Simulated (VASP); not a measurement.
# AlO2 (Im-3m) in VASP: single point with PBE

Aim: the single point of AlO2 with PBE.

Everything below comes from runs of VASP 6.6.1. Logs are shortened: lines on timing, memory, paths and dates and some standing lists are left out, and cuts for length are marked.

## Step 1: The cell of the first run

Symmetry: Im-3m, No. 229, cubic system. Conventional cell: a = 10.837 Å, b = 10.837 Å, c = 10.837 Å, α = 90.00°, β = 90.00°, γ = 90.00°. Al (site symmetry 3m) has 4 O at 1.73 to 1.75 Å within 2.3 Å. Within 2.3 Å of O (site symmetry -3m) lie 2 Al at 1.73 Å. O (site symmetry mm2) has 2 Al at 1.75 Å within 2.3 Å.

## Step 2: Single point, PBE, collinear spin, ferromagnetic start

INCAR reads:

```
SYSTEM = AlO2
ALGO = Normal
EDIFF = 1E-6
ENCUT = 520
GGA = PE
ISIF = 2
ISMEAR = 0
ISPIN = 2
LASPH = .True.
LCHARG = .False.
LORBIT = 11
LREAL = Auto
LWAVE = .False.
MAGMOM = 0 0 0 0 0 0 0 0 1 1 1 1 1 1 1 1 1 1 1 1 1 1 1 1
NBANDS = 82
NELM = 150
PREC = Accurate
SIGMA = 0.1
```

KPOINTS reads:

```
k-points
0
Gamma
  2 2 2
  0 0 0
```

POSCAR reads:

```
AlO2
1.0
   -5.4186691229      5.4186691229      5.4186691229
    5.4186691229     -5.4186691229      5.4186691229
    5.4186691229      5.4186691229     -5.4186691229
Al O
8 16
Direct
    0.3157533434      0.3157533434      0.3157533434
    0.0000000000      0.0000000000      0.6842466566
    0.0000000000      0.6842466566      0.0000000000
    0.6842466566      0.0000000000      0.0000000000
    0.6842466566      0.6842466566      0.6842466566
    0.0000000000      0.0000000000      0.3157533434
    0.0000000000      0.3157533434      0.0000000000
    0.3157533434      0.0000000000      0.0000000000
    0.5000000000      0.5000000000      0.5000000000
    0.1821077589      0.1821077589      0.3642155177
    0.1821077589      0.3642155177      0.1821077589
    0.3642155177      0.1821077589      0.1821077589
    0.8178922411      0.8178922411      0.6357844823
    0.0000000000      0.0000000000      0.5000000000
    0.0000000000      0.1821077589      0.8178922411
    0.1821077589      0.0000000000      0.8178922411
    0.8178922411      0.6357844823      0.8178922411
    0.0000000000      0.8178922411      0.1821077589
    0.0000000000      0.5000000000      0.0000000000
    0.1821077589      0.8178922411      0.0000000000
    0.6357844823      0.8178922411      0.8178922411
    0.8178922411      0.0000000000      0.1821077589
    0.8178922411      0.1821077589      0.0000000000
    0.5000000000      0.0000000000      0.0000000000
```

Potentials or basis: VASP PAW PBE potentials, release 64 (Al, O).

Command:

```sh
cat potpaw_PBE.64/Al/POTCAR potpaw_PBE.64/O/POTCAR > POTCAR
mpirun -np 1 vasp_std > vasp.out
```

OUTCAR:

```text
SYSTEM = AlO2
   EDIFF = 1E-6
   ENCUT = 520
   GGA = PE
   ISIF = 2
   ISMEAR = 0
   ISPIN = 2
   LASPH = .True.
   LORBIT = 11
   LREAL = Auto
   NELM = 150
   PREC = Accurate

 ion  position               nearest neighbor table
   1  0.316  0.316  0.316-   9 1.73  10 1.75  11 1.75  12 1.75
   2  0.000  0.000  0.684-  14 1.73  15 1.75  16 1.75  13 1.75
   3  0.000  0.684  0.000-  19 1.73  18 1.75  20 1.75  17 1.75
   4  0.684  0.000  0.000-  24 1.73  23 1.75  22 1.75  21 1.75
   5  0.684  0.684  0.684-   9 1.73  13 1.75  17 1.75  21 1.75
   6  0.000  0.000  0.316-  14 1.73  18 1.75  22 1.75  10 1.75
   7  0.000  0.316  0.000-  19 1.73  15 1.75  23 1.75  11 1.75
   8  0.316  0.000  0.000-  24 1.73  20 1.75  16 1.75  12 1.75
   9  0.500  0.500  0.500-   1 1.73   5 1.73
  10  0.182  0.182  0.364-   1 1.75   6 1.75
  11  0.182  0.364  0.182-   1 1.75   7 1.75
  12  0.364  0.182  0.182-   1 1.75   8 1.75
  13  0.818  0.818  0.636-   5 1.75   2 1.75
  14  0.000  0.000  0.500-   2 1.73   6 1.73
[... 8 lines left out ...]
  23  0.818  0.182  0.000-   4 1.75   7 1.75
  24  0.500  0.000  0.000-   4 1.73   8 1.73

  LATTYP: Found a body centered cubic cell.
 ALAT       =    10.8373382458

  Lattice vectors:

 A1 = (  -5.4186691229,   5.4186691229,   5.4186691229)
 A2 = (   5.4186691229,  -5.4186691229,   5.4186691229)
 A3 = (   5.4186691229,   5.4186691229,  -5.4186691229)

Analysis of symmetry for initial positions (statically):
=====================================================================
 Subroutine PRICEL returns:
 Original cell was already a primitive cell.

 Routine SETGRP: Setting up the symmetry group for a
 body centered cubic supercell.

 Subroutine GETGRP returns: Found 48 space group operations
 (whereof 48 operations were pure point group operations)
 out of a pool of 48 trial point group operations.

The static configuration has the point symmetry O_h .

Analysis of symmetry for dynamics (positions and initial velocities):
=====================================================================
 Subroutine PRICEL returns:
 Original cell was already a primitive cell.

 Routine SETGRP: Setting up the symmetry group for a
 body centered cubic supercell.

 Subroutine GETGRP returns: Found 48 space group operations
 (whereof 48 operations were pure point group operations)
 out of a pool of 48 trial point group operations.

The dynamic configuration has the point symmetry O_h .

Analysis of structural, dynamic, and magnetic symmetry:
=====================================================================
 Subroutine PRICEL returns:
 Original cell was already a primitive cell.

 Routine SETGRP: Setting up the symmetry group for a
 body centered cubic supercell.

 Subroutine GETGRP returns: Found 48 space group operations
 (whereof 48 operations were pure point group operations)
 out of a pool of 48 trial point group operations.

The overall configuration has the point symmetry O_h .

 Subroutine INISYM returns: Found 48 space group operations
 (whereof 48 operations are pure point group operations),
 and found     1 'primitive' translations

----------------------------------------------------------------------------------------

                                     Primitive cell

  volume of cell :     636.4113

  direct lattice vectors                    reciprocal lattice vectors
    -5.418669123  5.418669123  5.418669123     0.000000000  0.092273580  0.092273580
     5.418669123 -5.418669123  5.418669123     0.092273580  0.000000000  0.092273580
     5.418669123  5.418669123 -5.418669123     0.092273580  0.092273580  0.000000000

  length of vectors
     9.385410230  9.385410230  9.385410230     0.130494549  0.130494549  0.130494549

  position of ions in fractional coordinates (direct lattice)
     0.315753343  0.315753343  0.315753343
     0.000000000  0.000000000  0.684246657
     0.000000000  0.684246657  0.000000000
     0.684246657  0.000000000  0.000000000
     0.684246657  0.684246657  0.684246657
     0.000000000  0.000000000  0.315753343
[... 16 lines left out ...]
     0.817892241  0.182107759  0.000000000
     0.500000000  0.000000000  0.000000000

  ion indices of the primitive-cell ions
   primitive index   ion index
                 1           1
                 2           2
[... 60 lines left out ...]
   NGX,Y,Z   is equivalent  to a cutoff of  12.40, 12.40, 12.40 a.u.
   NGXF,Y,Z  is equivalent  to a cutoff of  24.80, 24.80, 24.80 a.u.
 SYSTEM =  AlO2
   PREC   = accura    normal or accurate (medium, high low for compatibility)
   ISTART =      0    job   : 0-new  1-cont  2-samecut
   ICHARG =      2    charge: 1-file 2-atom 10-const
   ISPIN  =      2    spin polarized calculation?
   LNONCOLLINEAR =      F non collinear calculations
   LSORBIT =      F    spin-orbit coupling
   LASPH  =      T    aspherical Exc in radial PAW
   ENCUT  =  520.0 eV  38.22 Ry    6.18 a.u.  17.45 17.45 17.45*2*pi/ulx,y,z
   NELM   =    150;   NELMIN=  2; NELMDL= -5     # of ELM steps
   EDIFF  = 0.1E-05   stopping-criterion for ELM
   LREAL  =      T    real-space projection
   EDIFFG = 0.1E-04   stopping-criterion for IOM
   NSW    =      0    number of steps for IOM
   IBRION =     -1    ionic relax: 0-MD 1-quasi-New 2-CG
   NFREE  =      0    steps in history (QN), initial steepest desc. (CG)
   ISIF   =      2    stress and relaxation
   ISYM   =      2    0-nonsym 1-usesym 2-fastsym
   POTIM  = 0.5000    time-step for ionic-motion
   TEBEG  =    0.0;   TEEND  =   0.0 temperature during run
   PSTRESS=    0.0 pullay stress
   NELECT =     120.0000    total number of electrons
   NUPDOWN=      -1.0000    fix difference up-down
   EMIN   =  10.00;   EMAX   =-10.00  energy-range for DOS
   EFERMI =   0.00;   METHOD = LEGACY
   ISMEAR =     0;   SIGMA  =   0.10  broadening in eV -4-tet -1-fermi 0-gaus
   EFERMI_NEDOS =   21; number of points for ismear=-14 and -15
   IALGO  =     38    algorithm
   IMIX   =      4    mixing-type and parameters
     AMIX     =   0.40;   BMIX     =  1.00
     AMIX_MAG =   1.60;   BMIX_MAG =  1.00
  volume/ion in A,a.u.               =      26.52       178.95
  Fermi-wavevector in a.u.,A,eV,Ry     =   0.938763  1.774005 11.990487  0.881276
  Thomas-Fermi vector in A             =   2.066007
   LORBIT       =     11    0 simple, 1 ext, 2 COOP (PROOUT), +10 PAW based schemes
   GGA     = PE    functional components
   LHFCALC =     F    Hartree Fock is set to
   AEXX    =    0.0000 exact exchange contribution
   IVDW    =     0    specifies the selected vdW correction
   LEPSILON=     F    determine dielectric tensor
   LRPA    =     F    only Hartree local field effects (RPA)
 spin polarized calculation
 Gauss-broadening in eV      SIGMA  =   0.10
  energy-cutoff  :      520.00
  volume of cell :      636.41
 maximum number of plane-waves:     17309
 NGX is ok and might be reduce to    70
   NGX = 35   NGY = 35   NGZ = 35

 number of electron     119.9999992 magnetization      10.8542614

 number of electron     119.9999992 magnetization       5.9591244

 Free energy of the ion-electron system (eV)
  ---------------------------------------------------
  ext. energy  EPLUGINS =         0.00000000
  ---------------------------------------------------
  free energy    TOTEN  =      -157.40867796 eV

  energy without entropy =     -157.34074696  energy(sigma->0) =     -157.37471246

 E-fermi :  -3.7878     XC(G=0):  -5.6097

 val. band max:       -3.8293499843   @ k =   0.5000   0.0000   0.0000
 cond. band min:      -3.7837711746   @ k =   0.5000   0.0000   0.0000
 fundamental gap:      0.0455788097
 Fermi energy:        -3.7878167760

 spin component 1

 k-point     1 :       0.0000    0.0000    0.0000
  band No.  band energies     occupation
      1     -21.0600      1.00000
      2     -20.6264      1.00000
      3     -20.6264      1.00000
      4     -20.6264      1.00000
      5     -20.4905      1.00000
      6     -20.4905      1.00000
[... 214 lines left out ...]
     71       5.1973      0.00000
     72       5.6612      0.00000
 Fermi energy:        -3.7878167760

 spin component 2

 k-point     1 :       0.0000    0.0000    0.0000
  band No.  band energies     occupation
      1     -20.5520      1.00000
      2     -20.1004      1.00000
      3     -20.1004      1.00000
      4     -20.1004      1.00000
      5     -19.9508      1.00000
      6     -19.9508      1.00000
[... 214 lines left out ...]
     71       5.3774      0.00000
     72       5.7657      0.00000
 [bands above 72 left out]

------------------------ aborting loop because EDIFF is reached ----------------------------------------

  FORCE on cell =-STRESS in cart. coord.  units (eV):
  Direction    XX          YY          ZZ          XY          YZ          ZX
  --------------------------------------------------------------------------------------
  -------------------------------------------------------------------------------------
  Total        0.9949433      0.9949433      0.9949433      0.0000000      0.0000000      0.0000000
  in kB        2.5047884      2.5047884      2.5047884      0.0000000      0.0000000      0.0000000
  external PRESSURE =       2.5047884 kB  Pullay stress =       0.0000000 kB

 VOLUME and BASIS-vectors are now :
 -----------------------------------------------------------------------------
  energy-cutoff  :      520.00
  volume of cell :      636.41
      direct lattice vectors                 reciprocal lattice vectors
    -5.418669123  5.418669123  5.418669123     0.000000000  0.092273580  0.092273580
     5.418669123 -5.418669123  5.418669123     0.092273580  0.000000000  0.092273580
     5.418669123  5.418669123 -5.418669123     0.092273580  0.092273580  0.000000000

 POSITION                                       TOTAL-FORCE (eV/Angst)
 -----------------------------------------------------------------------------------
      1.71096      1.71096      1.71096         0.049359      0.049359      0.049359
      3.70771      3.70771     -3.70771        -0.049359     -0.049359      0.049359
      3.70771     -3.70771      3.70771        -0.049359      0.049359     -0.049359
     -3.70771      3.70771      3.70771         0.049359     -0.049359     -0.049359
      3.70771      3.70771      3.70771        -0.049359     -0.049359     -0.049359
      1.71096      1.71096     -1.71096         0.049359      0.049359     -0.049359
[... 16 lines left out ...]
     -3.44511      3.44511      5.41867         0.020870     -0.020870      0.000000
     -2.70933      2.70933      2.70933        -0.000000      0.000000      0.000000
 -----------------------------------------------------------------------------------
    total drift:                                0.000000      0.000000     -0.000000

  FREE ENERGIE OF THE ION-ELECTRON SYSTEM (eV)
  ---------------------------------------------------
  free  energy   TOTEN  =      -157.4086779582 eV

  energy  without entropy=     -157.3407469605  energy(sigma->0) =     -157.37471246

 total charge

# of ion       s       p       d       tot
------------------------------------------
    1        0.342   0.456   0.000   0.798
    2        0.342   0.456   0.000   0.798
    3        0.342   0.456   0.000   0.798
    4        0.342   0.456   0.000   0.798
    5        0.342   0.456   0.000   0.798
    6        0.342   0.456   0.000   0.798
[... 16 lines left out ...]
   23        1.568   3.460   0.000   5.028
   24        1.559   3.509   0.000   5.068
--------------------------------------------------
tot         27.787  59.211   0.000  86.998

 magnetization (x)

# of ion       s       p       d       tot
------------------------------------------
    1       -0.004  -0.007   0.000  -0.011
    2       -0.004  -0.007   0.000  -0.011
    3       -0.004  -0.007   0.000  -0.011
    4       -0.004  -0.007   0.000  -0.011
    5       -0.004  -0.007   0.000  -0.011
    6       -0.004  -0.007   0.000  -0.011
[... 16 lines left out ...]
   23        0.004   0.300   0.000   0.304
   24        0.005   0.320   0.000   0.324
--------------------------------------------------
tot          0.036   4.822   0.000   4.858
```

Wall time 10 min (1 thread of Intel Xeon Platinum 8259CL at 2.50GHz (Skylake/Cascade Lake), shared host); peak memory 1 GiB.

What came out:

| Item | Value |
| --- | --- |
| Free energy | -157.4087 eV |
| Pressure | 0.3 GPa |
| Largest force | 0.085 eV/Å |
| Net moment | 5.96 μB per cell |
| Site moments | Al -0.01; O +0.32, +0.30 μB |
| Valence electrons inside the program's atomic spheres | Al 0.80; O 5.07, 5.03 |

Forces in eV/Å, atoms in the order of the input:
```
Al   0.049  0.049  0.049
Al  -0.049 -0.049  0.049
Al  -0.049  0.049 -0.049
Al   0.049 -0.049 -0.049
Al  -0.049 -0.049 -0.049
Al   0.049  0.049 -0.049
Al   0.049 -0.049  0.049
Al  -0.049  0.049  0.049
O    0.000  0.000  0.000
O    0.021  0.021  0.000
O    0.021  0.000  0.021
O    0.000  0.021  0.021
O   -0.021 -0.021  0.000
O    0.000  0.000  0.000
O    0.000 -0.021  0.021
O   -0.021  0.000  0.021
O   -0.021  0.000 -0.021
O    0.000  0.021 -0.021
O    0.000  0.000  0.000
O   -0.021  0.021  0.000
O    0.000 -0.021 -0.021
O    0.021  0.000 -0.021
O    0.021 -0.021  0.000
O    0.000  0.000  0.000
```

Caveat: the k points lie up to 0.41 Å⁻¹ apart.
